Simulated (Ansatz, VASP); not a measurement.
**GaSb: VASP beside Ansatz**

```
CELL_PARAMETERS angstrom
0.00000 2.94472 2.94472
2.94472 0.00000 2.94472
2.94472 2.94472 0.00000
ATOMIC_POSITIONS crystal
Ga 0.00000 0.00000 0.00000
Sb 0.25000 0.25000 0.25000
```

Change from the starting cell: species swapped into the GaP type (F-43m, No. 216).

Alike in both runs: task relaxation of cell and atoms; functional PBE; k mesh 6 × 6 × 6; occupations gaussian, width 0.2 eV; no spin polarisation.

```csv
,VASP,Ansatz
version,VASP 6.6.1,Ansatz 0.2.0
potentials or method,"VASP PAW PBE potentials, release 64 (Ga_d, Sb), cutoff 600 eV","scalar-relativistic, plane waves, PAW"
valence electrons in the cell,18,28
```

```tsv
	VASP	Ansatz	Ansatz less VASP
gap on the k mesh at the Fermi level, each at its own relaxed structure (eV)	none	none	-
relaxed volume (Å³/atom)	30.04	29.90	-0.143
relaxed cell length with the largest relative difference (Å)	4.396	4.389	-0.0070
```

A gap of «none» marks a metal or a gap that the smearing closes. VASP's potentials hold 18 valence electrons a cell and Ansatz's 28, so a difference there can come from the potentials and not from the codes.

Neither program's run includes spin-orbit coupling. Noted on VASP's run: the volume moved by over 15 % at a fixed basis, so the end points are rough.
